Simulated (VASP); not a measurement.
# I (Cmce) in VASP: a series of runs

Runs on I. Level: PBE. Tasks: single point.

Program: VASP 6.6.1. These are calculated values, not measurements. Logs are shortened: lines on timing, memory, paths and dates and some standing lists are left out, and cuts for length are marked.

## Step 1: The cell of the first run

Symmetry: Cmce, No. 64, orthorhombic system. The conventional cell has a = 8.916 Å, b = 4.610 Å, c = 9.827 Å, α = 90.00°, β = 90.00°, γ = 90.00°. Within 3.7 Å of I (site symmetry m) lie 3 I at 2.81 to 3.41 Å.

## Step 2: Single point, PBE

Input file INCAR:

```
SYSTEM = I
PREC = Accurate
ENCUT = 520
EDIFF = 1E-7
ISMEAR = 0
SIGMA = 0.02
LREAL = .False.
LASPH = .True.
NELM = 60
ALGO = Normal
ISIF = 2
LWAVE = .False.
LCHARG = .False.
GGA = PE
NBANDS = 22
```

Input file KPOINTS:

```
regular mesh
0
Gamma
  8 8 4
  0 0 0
```

Input file POSCAR:

```
I
1.0
    4.4579554970     -2.3052085449      0.0000000000
    4.4579554970      2.3052085449      0.0000000000
    0.0000000000      0.0000000000      9.8271416777
I
4
Direct
    0.8406141561      0.1593858439      0.8779258049
    0.3406141561      0.6593858439      0.6220741951
    0.1593858439      0.8406141561      0.1220741951
    0.6593858439      0.3406141561      0.3779258049
```

Potentials or basis: VASP PAW PBE potentials, release 64 (I).

Launch:

```console
$ cat potpaw_PBE.64/I/POTCAR > POTCAR
$ mpirun -np 1 vasp_std > vasp.out
```

OUTCAR:

```text
SYSTEM = I
   PREC = Accurate
   ENCUT = 520
   EDIFF = 1E-7
   ISMEAR = 0
   LREAL = .False.
   LASPH = .True.
   NELM = 60
   ISIF = 2
   GGA = PE

 ion  position               nearest neighbor table
   1  0.841  0.159  0.878-   3 2.81   2 3.41   2 3.41
   2  0.341  0.659  0.622-   4 2.81   1 3.41   1 3.41
   3  0.159  0.841  0.122-   1 2.81   4 3.41   4 3.41
   4  0.659  0.341  0.378-   2 2.81   3 3.41   3 3.41

  LATTYP: Found a base centered orthorhombic cell.
 ALAT       =     4.6104170898
 B/A-ratio  =     1.9338621258
 C/A-ratio  =     2.1315081665

  Lattice vectors:

 A1 = (  -4.4579554970,  -2.3052085449,   0.0000000000)
 A2 = (   4.4579554970,  -2.3052085449,   0.0000000000)
 A3 = (   0.0000000000,   0.0000000000,   9.8271416777)

Analysis of symmetry for initial positions (statically):
=====================================================================
 Subroutine PRICEL returns:
 Original cell was already a primitive cell.

 Routine SETGRP: Setting up the symmetry group for a
 base centered orthorhombic supercell.

 Subroutine GETGRP returns: Found  8 space group operations
 (whereof  4 operations were pure point group operations)
 out of a pool of  8 trial point group operations.

The static configuration has the point symmetry C_2h.
 The point group associated with its full space group is D_2h.

Analysis of symmetry for dynamics (positions and initial velocities):
=====================================================================
 Subroutine PRICEL returns:
 Original cell was already a primitive cell.

 Routine SETGRP: Setting up the symmetry group for a
 base centered orthorhombic supercell.

 Subroutine GETGRP returns: Found  8 space group operations
 (whereof  4 operations were pure point group operations)
 out of a pool of  8 trial point group operations.

The dynamic configuration has the point symmetry C_2h.
 The point group associated with its full space group is D_2h.

 Subroutine INISYM returns: Found  8 space group operations
 (whereof  4 operations are pure point group operations),
 and found     1 'primitive' translations

----------------------------------------------------------------------------------------

                                     Primitive cell

  volume of cell :     201.9776

  direct lattice vectors                    reciprocal lattice vectors
     4.457955497 -2.305208545  0.000000000     0.112159038 -0.216900116  0.000000000
     4.457955497  2.305208545  0.000000000     0.112159038  0.216900116  0.000000000
     0.000000000  0.000000000  9.827141678     0.000000000  0.000000000  0.101758989

  length of vectors
     5.018700394  5.018700394  9.827141678     0.244182944  0.244182944  0.101758989

  position of ions in fractional coordinates (direct lattice)
     0.840614156  0.159385844  0.877925805
     0.340614156  0.659385844  0.622074195
     0.159385844  0.840614156  0.122074195
     0.659385844  0.340614156  0.377925805

  ion indices of the primitive-cell ions
   primitive index   ion index
                 1           1
                 2           2
                 3           3
                 4           4

----------------------------------------------------------------------------------------

 KPOINTS: regular mesh

Automatic generation of k-mesh.
 Grid dimensions read from file:
 generate k-points for:    8    8    4

 Generating k-lattice:

  Cartesian coordinates                     Fractional coordinates (reciprocal lattice)
     0.014019880 -0.027112514  0.000000000     0.125000000  0.000000000  0.000000000
     0.014019880  0.027112514  0.000000000     0.000000000  0.125000000  0.000000000
     0.000000000  0.000000000  0.025439747     0.000000000  0.000000000  0.250000000

  Length of vectors
     0.030522868  0.030522868  0.025439747

  Shift w.r.t. Gamma in fractional coordinates (k-lattice)
     0.000000000  0.000000000  0.000000000

 Subroutine IBZKPT returns following result:
 ===========================================

 Found     63 irreducible k-points:

 Following reciprocal coordinates:
            Coordinates               Weight
  0.000000  0.000000  0.000000      1.000000
  0.125000  0.000000  0.000000      4.000000
  0.250000  0.000000  0.000000      4.000000
  0.375000  0.000000  0.000000      4.000000
  0.500000  0.000000  0.000000      2.000000
  0.125000  0.125000  0.000000      2.000000
[... 16 lines left out ...]
  0.125000  0.000000  0.250000      8.000000
  0.250000  0.000000  0.250000      8.000000
 [... further k-points ...]
   k-points           NKPTS =     63   k-points in BZ     NKDIM =     63   number of bands    NBANDS=     22
   number of dos      NEDOS =    301   number of ions     NIONS =      4
   total plane-waves  NPLWV = 128000
   dimension x,y,z NGX =    40 NGY =   40 NGZ =   80
   dimension x,y,z NGXF=    80 NGYF=   80 NGZF=  160
   ions per type =               4
   NGX,Y,Z   is equivalent  to a cutoff of  13.25, 13.25, 13.53 a.u.
   NGXF,Y,Z  is equivalent  to a cutoff of  26.50, 26.50, 27.07 a.u.
 SYSTEM =  I
   PREC   = accura    normal or accurate (medium, high low for compatibility)
   ISTART =      0    job   : 0-new  1-cont  2-samecut
   ICHARG =      2    charge: 1-file 2-atom 10-const
   ISPIN  =      1    spin polarized calculation?
   LNONCOLLINEAR =      F non collinear calculations
   LSORBIT =      F    spin-orbit coupling
   LASPH  =      T    aspherical Exc in radial PAW
   ENCUT  =  520.0 eV  38.22 Ry    6.18 a.u.   9.33  9.33 18.27*2*pi/ulx,y,z
   NELM   =     60;   NELMIN=  2; NELMDL= -5     # of ELM steps
   EDIFF  = 0.1E-06   stopping-criterion for ELM
   LREAL  =      F    real-space projection
   EDIFFG = 0.1E-05   stopping-criterion for IOM
   NSW    =      0    number of steps for IOM
   IBRION =     -1    ionic relax: 0-MD 1-quasi-New 2-CG
   NFREE  =      0    steps in history (QN), initial steepest desc. (CG)
   ISIF   =      2    stress and relaxation
   ISYM   =      2    0-nonsym 1-usesym 2-fastsym
   POTIM  = 0.5000    time-step for ionic-motion
   TEBEG  =    0.0;   TEEND  =   0.0 temperature during run
   PSTRESS=    0.0 pullay stress
   NELECT =      28.0000    total number of electrons
   NUPDOWN=      -1.0000    fix difference up-down
   EMIN   =  10.00;   EMAX   =-10.00  energy-range for DOS
   EFERMI =   0.00;   METHOD = LEGACY
   ISMEAR =     0;   SIGMA  =   0.02  broadening in eV -4-tet -1-fermi 0-gaus
   EFERMI_NEDOS =   21; number of points for ismear=-14 and -15
   IALGO  =     38    algorithm
   IMIX   =      4    mixing-type and parameters
     AMIX     =   0.40;   BMIX     =  1.00
     AMIX_MAG =   1.60;   BMIX_MAG =  1.00
  volume/ion in A,a.u.               =      50.49       340.75
  Fermi-wavevector in a.u.,A,eV,Ry     =   0.847279  1.601125  9.767374  0.717882
  Thomas-Fermi vector in A             =   1.962760
   LORBIT       =      0    0 simple, 1 ext, 2 COOP (PROOUT), +10 PAW based schemes
   GGA     = PE    functional components
   LHFCALC =     F    Hartree Fock is set to
   AEXX    =    0.0000 exact exchange contribution
   IVDW    =     0    specifies the selected vdW correction
   LEPSILON=     F    determine dielectric tensor
   LRPA    =     F    only Hartree local field effects (RPA)
 non-spin polarized calculation
 Gauss-broadening in eV      SIGMA  =   0.02
  energy-cutoff  :      520.00
  volume of cell :      201.98
 maximum number of plane-waves:      5468
 NGX is ok and might be reduce to    40
   NGX = 19   NGY = 19   NGZ = 37

 number of electron      27.9999999 magnetization

 Free energy of the ion-electron system (eV)
  ---------------------------------------------------
  ext. energy  EPLUGINS =         0.00000000
  ---------------------------------------------------
  free energy    TOTEN  =        -6.09290041 eV

  energy without entropy =       -6.09290041  energy(sigma->0) =       -6.09290041

 E-fermi :   1.2957     XC(G=0):  -7.1880

 val. band max:        1.1674274052   @ k =   0.0000   0.0000   0.0000
 cond. band min:       2.1865107348   @ k =   0.5000   0.3750   0.0000
 fundamental gap:      1.0190833296
 Fermi energy:         1.2956560151

 k-point     1 :       0.0000    0.0000    0.0000
  band No.  band energies     occupation
      1     -12.0592      2.00000
      2     -11.4084      2.00000
      3     -10.5347      2.00000
      4      -9.4048      2.00000
      5      -3.1124      2.00000
      6      -1.8224      2.00000
[... 14 lines left out ...]
     21       8.6274      0.00000
     22       8.9334      0.00000

 k-point     2 :       0.1250    0.0000    0.0000
  band No.  band energies     occupation
      1     -12.0120      2.00000
      2     -11.4021      2.00000
      3     -10.4989      2.00000
      4      -9.4629      2.00000
      5      -3.1099      2.00000
      6      -1.9863      2.00000
[... 14 lines left out ...]
     21       8.5070      0.00000
     22       8.7959      0.00000

 k-point     3 :       0.2500    0.0000    0.0000
  band No.  band energies     occupation
      1     -11.8819      2.00000
      2     -11.3978      2.00000
      3     -10.3979      2.00000
      4      -9.6212      2.00000
      5      -3.1447      2.00000
      6      -2.4742      2.00000
[... 14 lines left out ...]
     21       8.4028      0.00000
     22       8.6304      0.00000

 k-point     4 :       0.3750    0.0000    0.0000
  band No.  band energies     occupation
      1     -11.7051      2.00000
      2     -11.4324      2.00000
      3     -10.2459      2.00000
      4      -9.8360      2.00000
      5      -3.2257      2.00000
      6      -2.9498      2.00000
[... 14 lines left out ...]
     21       8.8285      0.00000
     22       9.5269      0.00000

 k-point     5 :       0.5000    0.0000    0.0000
  band No.  band energies     occupation
      1     -11.5380      2.00000
      2     -11.5380      2.00000
      3     -10.0548      2.00000
      4     -10.0548      2.00000
      5      -3.2036      2.00000
      6      -3.2036      2.00000
[... 14 lines left out ...]
     21       9.7499      0.00000
     22       9.7499      0.00000

 k-point     6 :       0.1250    0.1250    0.0000
  band No.  band energies     occupation
      1     -12.0492      2.00000
      2     -11.4013      2.00000
      3     -10.5260      2.00000
      4      -9.4029      2.00000
      5      -3.1018      2.00000
      6      -1.8334      2.00000
[... 14 lines left out ...]
     21       8.4262      0.00000
     22       8.7432      0.00000

 k-point     7 :       0.2500    0.1250    0.0000
  band No.  band energies     occupation
      1     -11.9941      2.00000
      2     -11.3902      2.00000
      3     -10.4834      2.00000
      4      -9.4605      2.00000
      5      -3.0929      2.00000
      6      -2.0056      2.00000
[... 324 lines left out ...]
      6      -2.5215      2.00000
[... 14 lines left out ...]
     21       8.7724      0.00000
     22       9.4620      0.00000

 k-point    21 :       0.5000    0.5000    0.0000
  band No.  band energies     occupation
      1     -11.9895      2.00000
      2     -11.3594      2.00000
      3     -10.4740      2.00000
      4      -9.3917      2.00000
      5      -3.0365      2.00000
      6      -1.8967      2.00000
[... 14 lines left out ...]
     21       9.1339      0.00000
     22       9.1661      0.00000

 k-point    22 :       0.0000    0.0000    0.2500
  band No.  band energies     occupation
      1     -11.9977      2.00000
      2     -11.5704      2.00000
      3     -10.3100      2.00000
      4      -9.5451      2.00000
      5      -2.9485      2.00000
      6      -2.0654      2.00000
[... 14 lines left out ...]
     21       8.9071      0.00000
     22       9.0393      0.00000

 k-point    23 :       0.1250    0.0000    0.2500
  band No.  band energies     occupation
      1     -11.9530      2.00000
      2     -11.5492      2.00000
      3     -10.2952      2.00000
      4      -9.5908      2.00000
      5      -2.9806      2.00000
      6      -2.2287      2.00000
[... 14 lines left out ...]
     21       8.3843      0.00000
     22       8.6523      0.00000

 k-point    24 :       0.2500    0.0000    0.2500
  band No.  band energies     occupation
      1     -11.8314      2.00000
      2     -11.5033      2.00000
      3     -10.2522      2.00000
      4      -9.7175      2.00000
      5      -3.0656      2.00000
      6      -2.5541      2.00000
[... 14 lines left out ...]
     21       8.2783      0.00000
     22       8.4280      0.00000

 [... further k-points ...]
[... 5 lines left out ...]
  --------------------------------------------------------------------------------------
  -------------------------------------------------------------------------------------
  Total        0.0392080     -0.0056709     -0.0642754      0.0000000      0.0000000      0.0000000
  in kB        0.3110156     -0.0449841     -0.5098614      0.0000000      0.0000000      0.0000000
  external PRESSURE =      -0.0812766 kB  Pullay stress =       0.0000000 kB

 VOLUME and BASIS-vectors are now :
 -----------------------------------------------------------------------------
  energy-cutoff  :      520.00
  volume of cell :      201.98
      direct lattice vectors                 reciprocal lattice vectors
     4.457955497 -2.305208545  0.000000000     0.112159038 -0.216900116  0.000000000
     4.457955497  2.305208545  0.000000000     0.112159038  0.216900116  0.000000000
     0.000000000  0.000000000  9.827141678     0.000000000  0.000000000  0.101758989

 POSITION                                       TOTAL-FORCE (eV/Angst)
 -----------------------------------------------------------------------------------
      4.45796     -1.57037      8.62750         0.000000     -0.007797      0.018158
      4.45796      0.73484      6.11321         0.000000     -0.007797     -0.018158
      4.45796      1.57037      1.19964         0.000000      0.007797     -0.018158
      4.45796     -0.73484      3.71393         0.000000      0.007797      0.018158
 -----------------------------------------------------------------------------------
    total drift:                               -0.000000     -0.000000     -0.000000

  FREE ENERGIE OF THE ION-ELECTRON SYSTEM (eV)
  ---------------------------------------------------
  free  energy   TOTEN  =        -6.0929004137 eV

  energy  without entropy=       -6.0929004137  energy(sigma->0) =       -6.09290041
```

It took 6.9 min on 1 thread of Oxide Virtual Turin-like, shared host; peak memory 0.44 GiB.

What came out:

```
Free energy            : -6.0929 eV
Pressure               : 0.0 GPa
Largest force          : 0.020 eV/Å
Band gap on the k mesh : 1.02 eV, indirect (least direct gap 1.08 eV)
```

Forces in eV/Å, atoms in the order of the input:
```
I    0.000 -0.008  0.018
I    0.000 -0.008 -0.018
I    0.000  0.008 -0.018
I    0.000  0.008  0.018
```

Levels at points of the mesh, in eV from the valence-band top:
| k point | band 10 | band 11 | band 12 | band 13 | band 14 | band 15 | band 16 | band 17 | band 18 | band 19 |
| --- | --- | --- | --- | --- | --- | --- | --- | --- | --- | --- |
| (0.00, 0.00, 0.00) | -1.34 | -1.30 | -0.76 | -0.58 | 0.00 | 1.08 | 1.87 | 4.66 | 5.22 | 5.49 |
| (0.50, 0.00, 0.00) | -1.75 | -1.44 | -1.44 | -0.71 | -0.71 | 2.14 | 2.14 | 5.48 | 5.48 | 7.07 |
| (0.50, 0.50, 0.00) | -1.56 | -1.55 | -1.33 | -0.63 | -0.15 | 1.05 | 1.80 | 5.19 | 6.27 | 6.54 |
| (0.00, 0.00, 0.50) | -1.63 | -0.88 | -0.88 | -0.30 | -0.30 | 1.28 | 1.28 | 5.10 | 5.10 | 6.04 |
| (0.50, 0.00, 0.50) | -1.80 | -0.74 | -0.74 | -0.02 | -0.02 | 1.38 | 1.38 | 5.83 | 5.83 | 6.43 |
| (0.50, 0.50, 0.50) | -1.69 | -0.95 | -0.95 | -0.71 | -0.71 | 1.26 | 1.26 | 6.12 | 6.12 | 7.08 |

Caveat: spin-orbit coupling is left out, which moves the levels of the heavy elements. A k mesh can miss the band edges.

[end of part 1 of 2]
